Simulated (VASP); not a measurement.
# Ti (Fm-3m) in VASP: further runs

Runs on Ti. Level: LDA. Tasks: single point.

All numbers are computed with VASP 6.6.1; they aren't measurements. Logs are shortened: lines on timing, memory, paths and dates and some standing lists are left out, and cuts for length are marked.

### 1 The cell of the first run

Symmetry: Fm-3m, No. 225, cubic system. The conventional cell has a = 4.228 Å, b = 4.228 Å, c = 4.228 Å, α = 90.00°, β = 90.00°, γ = 90.00°. Ti (site symmetry m-3m) has 12 Ti at 2.99 Å within 3.9 Å.

### 2 Single point, LDA

Input file INCAR:

```
SYSTEM = Ti
ALGO     = Normal         ! electronic algorithm
EDIFF    = 1E-7           ! SCF threshold, eV
ENCUT    = 520            ! plane-wave cutoff, eV
ISIF     = 2              ! what is computed and relaxed
ISMEAR   = 0              ! smearing method
LASPH    = .TRUE.         ! aspherical terms in the spheres
LCHARG   = .TRUE.         ! write CHGCAR
LELF     = .TRUE.         ! ELF
LREAL    = .FALSE.        ! projectors in reciprocal space
LVHAR    = .TRUE.       
LWAVE    = .FALSE.        ! write WAVECAR
NBANDS   = 12             ! bands
NELM     = 60             ! most SCF steps
PREC     = Accurate       ! precision mode
SIGMA    = 0.15           ! smearing width, eV
```

Input file KPOINTS:

```
k-points
0
G
  22 22 22
  0 0 0
```

Input file POSCAR:

```
Ti
1.0
    0.0000000000      2.1140031667      2.1140031667
    2.1140031667      0.0000000000      2.1140031667
    2.1140031667      2.1140031667      0.0000000000
Ti
1
Direct
    0.0000000000      0.0000000000      0.0000000000
```

Potentials or basis: VASP PAW LDA potentials, release 64 (Ti_sv).

Launch:

```sh
cat potpaw_LDA.64/Ti_sv/POTCAR > POTCAR
mpirun -np 1 vasp_std > vasp.out
```

OUTCAR:

```text
SYSTEM = Ti
   EDIFF = 1E-7
   ENCUT = 520
   ISIF = 2
   ISMEAR = 0
   LASPH = .TRUE.
   LREAL = .FALSE.
   NELM = 60
   PREC = Accurate

 ion  position               nearest neighbor table
   1  0.000  0.000  0.000-

  LATTYP: Found a face centered cubic cell.
 ALAT       =     4.2280063334

  Lattice vectors:

 A1 = (   0.0000000000,   2.1140031667,   2.1140031667)
 A2 = (   2.1140031667,   0.0000000000,   2.1140031667)
 A3 = (   2.1140031667,   2.1140031667,   0.0000000000)

Analysis of symmetry for initial positions (statically):
=====================================================================
 Subroutine PRICEL returns:
 Original cell was already a primitive cell.

 Routine SETGRP: Setting up the symmetry group for a
 face centered cubic supercell.

 Subroutine GETGRP returns: Found 48 space group operations
 (whereof 48 operations were pure point group operations)
 out of a pool of 48 trial point group operations.

The static configuration has the point symmetry O_h .

Analysis of symmetry for dynamics (positions and initial velocities):
=====================================================================
 Subroutine PRICEL returns:
 Original cell was already a primitive cell.

 Routine SETGRP: Setting up the symmetry group for a
 face centered cubic supercell.

 Subroutine GETGRP returns: Found 48 space group operations
 (whereof 48 operations were pure point group operations)
 out of a pool of 48 trial point group operations.

The dynamic configuration has the point symmetry O_h .

 Subroutine INISYM returns: Found 48 space group operations
 (whereof 48 operations are pure point group operations),
 and found     1 'primitive' translations

----------------------------------------------------------------------------------------

                                     Primitive cell

  volume of cell :      18.8950

  direct lattice vectors                    reciprocal lattice vectors
     0.000000000  2.114003167  2.114003167    -0.236518094  0.236518094  0.236518094
     2.114003167  0.000000000  2.114003167     0.236518094 -0.236518094  0.236518094
     2.114003167  2.114003167  0.000000000     0.236518094  0.236518094 -0.236518094

  length of vectors
     2.989651949  2.989651949  2.989651949     0.409661356  0.409661356  0.409661356

  position of ions in fractional coordinates (direct lattice)
     0.000000000  0.000000000  0.000000000

  ion indices of the primitive-cell ions
   primitive index   ion index
                 1           1

----------------------------------------------------------------------------------------

 KPOINTS: k-points

Automatic generation of k-mesh.
 Grid dimensions read from file:
 generate k-points for:   22   22   22

 Generating k-lattice:

  Cartesian coordinates                     Fractional coordinates (reciprocal lattice)
    -0.010750822  0.010750822  0.010750822     0.045454545  0.000000000  0.000000000
     0.010750822 -0.010750822  0.010750822     0.000000000  0.045454545  0.000000000
     0.010750822  0.010750822 -0.010750822     0.000000000  0.000000000  0.045454545

  Length of vectors
     0.018620971  0.018620971  0.018620971

  Shift w.r.t. Gamma in fractional coordinates (k-lattice)
     0.000000000  0.000000000  0.000000000

 Subroutine IBZKPT returns following result:
 ===========================================

 Found    328 irreducible k-points:

 Following reciprocal coordinates:
            Coordinates               Weight
  0.000000  0.000000  0.000000      1.000000
  0.045455  0.000000  0.000000      8.000000
  0.090909  0.000000  0.000000      8.000000
  0.136364  0.000000  0.000000      8.000000
  0.181818  0.000000  0.000000      8.000000
  0.227273  0.000000  0.000000      8.000000
[... 16 lines left out ...]
  0.500000  0.045455  0.000000     24.000000
 -0.454545  0.045455  0.000000     24.000000
 [... further k-points ...]
   k-points           NKPTS =    328   k-points in BZ     NKDIM =    328   number of bands    NBANDS=     12
   number of dos      NEDOS =    301   number of ions     NIONS =      1
   total plane-waves  NPLWV =  13824
   dimension x,y,z NGX =    24 NGY =   24 NGZ =   24
   dimension x,y,z NGXF=    48 NGYF=   48 NGZF=   48
   ions per type =               1
   NGX,Y,Z   is equivalent  to a cutoff of  13.35, 13.35, 13.35 a.u.
   NGXF,Y,Z  is equivalent  to a cutoff of  26.69, 26.69, 26.69 a.u.
 SYSTEM =  Ti
   PREC   = accura    normal or accurate (medium, high low for compatibility)
   ISTART =      0    job   : 0-new  1-cont  2-samecut
   ICHARG =      2    charge: 1-file 2-atom 10-const
   ISPIN  =      1    spin polarized calculation?
   LNONCOLLINEAR =      F non collinear calculations
   LSORBIT =      F    spin-orbit coupling
   LASPH  =      T    aspherical Exc in radial PAW
   ENCUT  =  520.0 eV  38.22 Ry    6.18 a.u.   5.56  5.56  5.56*2*pi/ulx,y,z
   NELM   =     60;   NELMIN=  2; NELMDL= -5     # of ELM steps
   EDIFF  = 0.1E-06   stopping-criterion for ELM
   LREAL  =      F    real-space projection
   EDIFFG = 0.1E-05   stopping-criterion for IOM
   NSW    =      0    number of steps for IOM
   IBRION =     -1    ionic relax: 0-MD 1-quasi-New 2-CG
   NFREE  =      0    steps in history (QN), initial steepest desc. (CG)
   ISIF   =      2    stress and relaxation
   ISYM   =      2    0-nonsym 1-usesym 2-fastsym
   POTIM  = 0.5000    time-step for ionic-motion
   TEBEG  =    0.0;   TEEND  =   0.0 temperature during run
   PSTRESS=    0.0 pullay stress
   NELECT =      12.0000    total number of electrons
   NUPDOWN=      -1.0000    fix difference up-down
   EMIN   =  10.00;   EMAX   =-10.00  energy-range for DOS
   EFERMI =   0.00;   METHOD = LEGACY
   ISMEAR =     0;   SIGMA  =   0.15  broadening in eV -4-tet -1-fermi 0-gaus
   EFERMI_NEDOS =   21; number of points for ismear=-14 and -15
   IALGO  =     38    algorithm
   IMIX   =      4    mixing-type and parameters
     AMIX     =   0.40;   BMIX     =  1.00
     AMIX_MAG =   1.60;   BMIX_MAG =  1.00
  volume/ion in A,a.u.               =      18.89       127.51
  Fermi-wavevector in a.u.,A,eV,Ry     =   1.407191  2.659205 26.942061  1.980186
  Thomas-Fermi vector in A             =   2.529475
   LORBIT       =      0    0 simple, 1 ext, 2 COOP (PROOUT), +10 PAW based schemes
   GGA     = CA    functional components
   LHFCALC =     F    Hartree Fock is set to
   AEXX    =    0.0000 exact exchange contribution
   IVDW    =     0    specifies the selected vdW correction
   LEPSILON=     F    determine dielectric tensor
   LRPA    =     F    only Hartree local field effects (RPA)
 non-spin polarized calculation
 Gauss-broadening in eV      SIGMA  =   0.15
  energy-cutoff  :      520.00
  volume of cell :       18.89
 maximum number of plane-waves:       532
   NGX = 11   NGY = 11   NGZ = 11

 number of electron      12.0000001 magnetization

 Free energy of the ion-electron system (eV)
  ---------------------------------------------------
  ext. energy  EPLUGINS =         0.00000000
  ---------------------------------------------------
  free energy    TOTEN  =        -8.35529976 eV

  energy without entropy =       -8.33321831  energy(sigma->0) =       -8.34425903

 E-fermi :   7.1201     XC(G=0): -11.3869

 val. band max:        7.1177663497   @ k =   0.2273   0.1818   0.0455
 cond. band min:       7.1210209079   @ k =   0.1818   0.1818   0.0000
 fundamental gap:      0.0032545583
 Fermi energy:         7.1200789196

 k-point     1 :       0.0000    0.0000    0.0000
  band No.  band energies     occupation
      1     -49.0422      2.00000
      2     -25.3593      2.00000
      3     -25.3593      2.00000
      4     -25.3593      2.00000
      5       1.3057      2.00000
      6       7.9083      0.00000
      7       7.9083      0.00000
      8       7.9083      0.00000
      9       9.3303      0.00000
     10       9.3303      0.00000
     11      22.0078      0.00000
     12      25.9792      0.00000

 k-point     2 :       0.0455    0.0000    0.0000
  band No.  band energies     occupation
      1     -49.0404      2.00000
      2     -25.3702      2.00000
      3     -25.3607      2.00000
      4     -25.3607      2.00000
      5       1.3679      2.00000
      6       7.8719      0.00000
      7       7.9305      0.00000
      8       7.9305      0.00000
      9       9.3165      0.00000
     10       9.3165      0.00000
     11      22.0480      0.00000
     12      25.4134      0.00000

 k-point     3 :       0.0909    0.0000    0.0000
  band No.  band energies     occupation
      1     -49.0351      2.00000
      2     -25.4020      2.00000
      3     -25.3648      2.00000
      4     -25.3648      2.00000
      5       1.5521      2.00000
      6       7.7688      0.00000
      7       7.9914      0.00000
      8       7.9914      0.00000
      9       9.2819      0.00000
     10       9.2819      0.00000
     11      22.1154      0.00000
     12      24.2999      0.00000
[... 286 lines left out ...]
 k-point    23 :       0.5000    0.0455    0.0000
  band No.  band energies     occupation
      1     -48.9504      2.00000
      2     -25.8772      2.00000
      3     -25.4345      2.00000
      4     -25.4302      2.00000
      5       4.7620      2.00000
      6       7.5141      0.00020
      7       7.8354      0.00000
      8       7.8373      0.00000
      9      10.3108      0.00000
     10      10.4011      0.00000
     11      14.4663      0.00000
     12      21.2959      0.00000

 k-point    24 :      -0.4545    0.0455    0.0000
  band No.  band energies     occupation
      1     -48.9510      2.00000
      2     -25.8738      2.00000
      3     -25.4359      2.00000
      4     -25.4279      2.00000
      5       4.7458      2.00000
      6       7.5006      0.00033
      7       7.8288      0.00000
      8       7.8382      0.00000
      9      10.2506      0.00000
     10      10.4258      0.00000
     11      14.5485      0.00000
     12      21.3111      0.00000

 [... further k-points ...]
[... 5 lines left out ...]
  --------------------------------------------------------------------------------------
  -------------------------------------------------------------------------------------
  Total       -1.7766306     -1.7766306     -1.7766306      0.0000000      0.0000000      0.0000000
  in kB     -150.6471190   -150.6471190   -150.6471190      0.0000000      0.0000000      0.0000000
  external PRESSURE =    -150.6471190 kB  Pullay stress =       0.0000000 kB

 VOLUME and BASIS-vectors are now :
 -----------------------------------------------------------------------------
  energy-cutoff  :      520.00
  volume of cell :       18.89
      direct lattice vectors                 reciprocal lattice vectors
     0.000000000  2.114003167  2.114003167    -0.236518094  0.236518094  0.236518094
     2.114003167  0.000000000  2.114003167     0.236518094 -0.236518094  0.236518094
     2.114003167  2.114003167  0.000000000     0.236518094  0.236518094 -0.236518094

 POSITION                                       TOTAL-FORCE (eV/Angst)
 -----------------------------------------------------------------------------------
      0.00000      0.00000      0.00000         0.000000      0.000000      0.000000
 -----------------------------------------------------------------------------------
    total drift:                               -0.000000      0.000000     -0.000000

  FREE ENERGIE OF THE ION-ELECTRON SYSTEM (eV)
  ---------------------------------------------------
  free  energy   TOTEN  =        -8.3552997565 eV

  energy  without entropy=       -8.3332183055  energy(sigma->0) =       -8.34425903
```

Wall time 36 s (1 thread of Intel Xeon 6975P-C, shared host); peak memory 0.18 GiB.

Results:

| Quantity | Value |
| --- | --- |
| Free energy | -8.3553 eV |
| Pressure | -15.1 GPa |
| Band gap on the k mesh | zero (band 6 reaches 7.91 eV, above the bottom of band 7 at 6.67 eV) |

Levels at points of the mesh, in eV from the Fermi level:
```csv
k point,band 3,band 4,band 5,band 6,band 7,band 8,band 9,band 10
"(0.00, 0.00, 0.00)",-32.48,-32.48,-5.81,0.79,0.79,0.79,2.21,2.21
"(0.50, 0.00, 0.00)",-32.55,-32.55,-2.40,0.56,0.68,0.68,3.19,3.19
"(0.50, 0.50, 0.00)",-32.67,-32.67,-2.31,-1.51,2.57,3.16,3.45,3.45
```

### 3 Single point, LDA, collinear spin, ferromagnetic start

This run uses another cell than the first one, of 13.13 Å³/atom, 0.695 times its volume.

Input file INCAR:

```
SYSTEM = Ti
PREC = Accurate ; ENCUT = 520
EDIFF = 1E-6 ; ISMEAR = 0
SIGMA = 0.15 ; LREAL = .FALSE.
LASPH = .TRUE. ; NELM = 150
ALGO = Normal ; ISIF = 2
LWAVE = .FALSE. ; LCHARG = .FALSE.
ISPIN = 2 ; MAGMOM = 0.75
LORBIT = 11 ; NUPDOWN = 0.75
LMAXMIX = 4 ; GGA = CA
NBANDS = 16
```

Input file KPOINTS:

```
Automatic mesh
0
G
  22 22 22
  0 0 0
```

Input file POSCAR:

```
Ti
1.0
    0.0000000000      1.8724558086      1.8724558086
    1.8724558086      0.0000000000      1.8724558086
    1.8724558086      1.8724558086      0.0000000000
Ti
1
Direct
    0.0000000000      0.0000000000      0.0000000000
```

Potentials or basis: VASP PAW LDA potentials, release 64 (Ti_sv).

Launch:

```sh
cat potpaw_LDA.64/Ti_sv/POTCAR > POTCAR
mpirun -np 1 vasp_std > vasp.out
```

It took 78 s on 1 thread of Intel Xeon 6975P-C, shared host; peak memory 0.21 GiB.

It converged, with:

```yaml
Free_energy: -8.1087 eV
Pressure: 37.0 GPa
Net_moment: 0.75 μB per cell
Site_moments: Ti +0.58 μB
Valence_electrons_inside_the_program's_atomic_spheres: Ti 10.70
```

Caveat: the total moment is fixed, so each spin has its own Fermi level.

### 4 Single point, LDA, collinear spin, ferromagnetic start

This run uses another cell than the first one, of 13.13 Å³/atom, 0.695 times its volume.

Input file INCAR:

```
SYSTEM = Ti
ALGO = Normal ; EDIFF = 1E-6
ENCUT = 520 ; ISIF = 2
ISMEAR = 0 ; ISPIN = 2
LASPH = .True. ; LCHARG = .False.
LMAXMIX = 4 ; LORBIT = 11
LREAL = .False. ; LWAVE = .False.
MAGMOM = 0.5 ; NBANDS = 16
NELM = 150 ; NUPDOWN = 0.5
PREC = Accurate ; SIGMA = 0.15
```

Input file KPOINTS:

```
k-points
0
Gamma
  22 22 22
  0 0 0
```

POSCAR is that of step 3.

Launch:

```sh
cat potpaw_LDA.64/Ti_sv/POTCAR > POTCAR
mpirun -np 1 vasp_std > vasp.out
```

Run time: 83 s. Hardware: 1 thread of Intel Xeon 6975P-C, shared host; peak memory 0.21 GiB.

The run converged. Its results:

```yaml
Free_energy: -8.1876 eV
Pressure: 34.8 GPa
Net_moment: 0.50 μB per cell
Site_moments: Ti +0.39 μB
Valence_electrons_inside_the_program's_atomic_spheres: Ti 10.70
```

Caveat: the total moment is fixed, so each spin has its own Fermi level.

### 5 Single point, LDA, collinear spin, ferromagnetic start

This run uses another cell than the first one, of 13.13 Å³/atom, 0.695 times its volume.

Input file INCAR:

```
SYSTEM = Ti
  PREC = Accurate
  ENCUT = 520
  EDIFF = 1E-7
  ISMEAR = 0
  SIGMA = 0.15
  LREAL = .False.
  LASPH = .True.
  NELM = 150
  ALGO = Normal
  ISIF = 2
  LWAVE = .False.
  LCHARG = .True.
  ISPIN = 2
  MAGMOM = 0.25
  LORBIT = 11
  NUPDOWN = 0.25
  LMAXMIX = 4
  LELF = .True.
  LVHAR = .True.
  NBANDS = 16
```

Input file KPOINTS:

```
Automatic mesh
0
Gamma
  22 22 22
  0 0 0
```

POSCAR is that of step 4.

Launch:

```sh
cat potpaw_LDA.64/Ti_sv/POTCAR > POTCAR
mpirun -np 1 vasp_std > vasp.out
```

Run time: 91 s. Hardware: 1 thread of Intel Xeon 6975P-C, shared host; peak memory 0.21 GiB.

It converged, with:

```yaml
Free_energy: -8.2341 eV
Pressure: 33.5 GPa
Net_moment: 0.25 μB per cell
Site_moments: Ti +0.19 μB
Valence_electrons_inside_the_program's_atomic_spheres: Ti 10.70
```

Caveat: the total moment is fixed, so each spin has its own Fermi level.

### 6 Single point, LDA, collinear spin, ferromagnetic start

This run uses another cell than the first one, of 13.13 Å³/atom, 0.695 times its volume.

Input file INCAR:

```
PREC = Accurate
ENCUT = 520
EDIFF = 1E-6
ISMEAR = 0
SIGMA = 0.15
LREAL = F
LASPH = T
NELM = 150
ALGO = Normal
ISIF = 2
LWAVE = F
LCHARG = F
ISPIN = 2
MAGMOM = 1
LORBIT = 11
NUPDOWN = 1.0
LMAXMIX = 4
NBANDS = 16
```

Input file KPOINTS:

```
regular mesh
0
Gamma
  22 22 22
```

POSCAR is that of step 5.

Potentials or basis: VASP PAW LDA potentials, release 64 (Ti_sv).

Launch:

```sh
cat potpaw_LDA.64/Ti_sv/POTCAR > POTCAR
mpirun -np 1 vasp_std > vasp.out
```

Wall time 81 s (1 thread of Intel Xeon 6975P-C, shared host); peak memory 0.21 GiB.

Results (log left out):

```
Free energy                                           : -7.9942 eV
Pressure                                              : 39.9 GPa
Net moment                                            : 1.00 μB per cell
Site moments                                          : Ti +0.77 μB
Valence electrons inside the program's atomic spheres : Ti 10.71
```

Caveat: the total moment is fixed, so each spin has its own Fermi level.

### 7 The runs side by side

| spin | fixed moment (μB) | cell | pressure (GPa) | moment (μB) |
| --- | --- | --- | --- | --- |
| off | - | a = 2.990 Å, angles 60.0°, 1 atom | -15.1 | - |
| collinear, ferromagnetic start | 0.75 | a = 2.648 Å, angles 60.0°, 1 atom | 37.0 | 0.75 |
| collinear, ferromagnetic start | 0.5 | a = 2.648 Å, angles 60.0°, 1 atom | 34.8 | 0.50 |
| collinear, ferromagnetic start | 0.25 | a = 2.648 Å, angles 60.0°, 1 atom | 33.5 | 0.25 |
| collinear, ferromagnetic start | 1.0 | a = 2.648 Å, angles 60.0°, 1 atom | 39.9 | 1.00 |

Alike in all rows: task single point; level LDA; potentials or basis VASP PAW LDA potentials, release 64 (Ti_sv); k mesh 22 × 22 × 22; cutoff (eV) 520; smearing gaussian 0.15 eV.

Caveats: the total moment is fixed, so each spin has its own Fermi level (some runs).

Absolute energies hang on the potentials; compare differences alone.
